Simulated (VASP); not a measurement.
# PtSe2 (Sudovikovite): single point with PBE+D4

The system is PtSe2 (Sudovikovite).

```xyz
3
Lattice="3.7724 0.0000 0.0000 -1.8862 3.2670 0.0000 0.0000 0.0000 4.8275" Properties=species:S:1:pos:R:3 pbc="T T T"
Pt    0.0000    0.0000    0.0000
Se    0.0000    2.1780    1.2812
Se    1.8862    1.0890    3.5463
```

| Quantity | Value |
| --- | --- |
| Program | VASP 6.6.1 |
| Task | single point |
| Functional | PBE |
| Dispersion | D4 |
| Potentials or basis | VASP PAW PBE potentials, release 64 (Pt, Se) |
| Cutoff | 520 eV |
| k mesh | 12 × 12 × 6 |
| Occupations | fermi-dirac, width 0.02 eV |
| Spin | no spin polarisation |
| Dipole correction | no |
| Further INCAR settings | ALGO = Normal; EDIFF = 1e-07; NBANDS = 18 |

```yaml
Pressure: 0.0 GPa
Largest_force: 0.008 eV/Å
Band_gap_on_the_k_mesh: zero (band 11 reaches 7.47 eV, above the bottom of band 12 at 6.66 eV)
Dispersion_energy_per_atom: -0.513 eV
```

Forces on the atoms (eV/Å):
```
Pt   0.000  0.000  0.000
Se   0.000  0.000  0.008
Se   0.000  0.000 -0.008
```

Levels at points of the mesh, in eV from the Fermi level:
| k point | band 8 | band 9 | band 10 | band 11 | band 12 | band 13 | band 14 | band 15 |
| --- | --- | --- | --- | --- | --- | --- | --- | --- |
| (0.00, 0.00, 0.00) | -2.49 | -1.03 | -1.03 | 0.75 | 1.04 | 1.04 | 3.34 | 4.07 |
| (0.50, 0.00, 0.00) | -3.73 | -3.34 | -3.28 | -2.93 | 0.47 | 2.46 | 4.99 | 6.09 |
| (0.00, 0.00, 0.50) | -2.93 | -1.74 | -1.74 | -1.73 | 2.29 | 2.29 | 4.97 | 6.48 |
| (0.50, 0.00, 0.50) | -3.36 | -3.09 | -2.61 | -1.13 | 0.59 | 1.43 | 4.88 | 4.89 |

Run time: 34 s on 1 thread of Intel(R) Xeon(R) 6975P-C (Granite Rapids), on a shared host, peak memory 0.25 GiB.

Caveat: spin-orbit coupling is left out, which moves the levels of the heavy elements; pairwise dispersion overbinds metals, which lowers pressure and volume.
